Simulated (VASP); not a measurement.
Crystal: GaSb.

```
CELL_PARAMETERS angstrom
0.00000 3.09925 3.09925
3.09925 0.00000 3.09925
3.09925 3.09925 0.00000
ATOMIC_POSITIONS crystal
Sb 0.75000 0.75000 0.75000
Ga 0.00000 0.00000 0.00000
```

Base run:

* Program: VASP 6.6.1
* Functional: b88 exchange, pbe correlation
* Potentials or basis: VASP PAW PBE potentials, release 64 (Sb, Ga_d)
* Cutoff: 500 eV
* k mesh: 8 × 8 × 8
* Occupations: fermi-dirac, width 0.05 eV
* Spin: no spin polarisation

Its results: band gap on the k mesh zero (filled and empty bands touch); pressure 0.3 GPa.

The run is repeated on the same cell with these changes: functional from b88 exchange, pbe correlation to r2SCAN; cutoff from 500 eV to 520 eV; dispersion from none to D4. What comes out?

Band gap on the k mesh 0.16 eV; pressure -2.2 GPa.

Several settings changed at once.

Caveats: the PAW data sets were made with another functional, which shifts forces and pressure a little; spin-orbit coupling is left out, which moves the levels of the heavy elements; semilocal functionals underestimate gaps, so a narrow gap can read as zero (at least some runs).

A k mesh can miss the band edges.
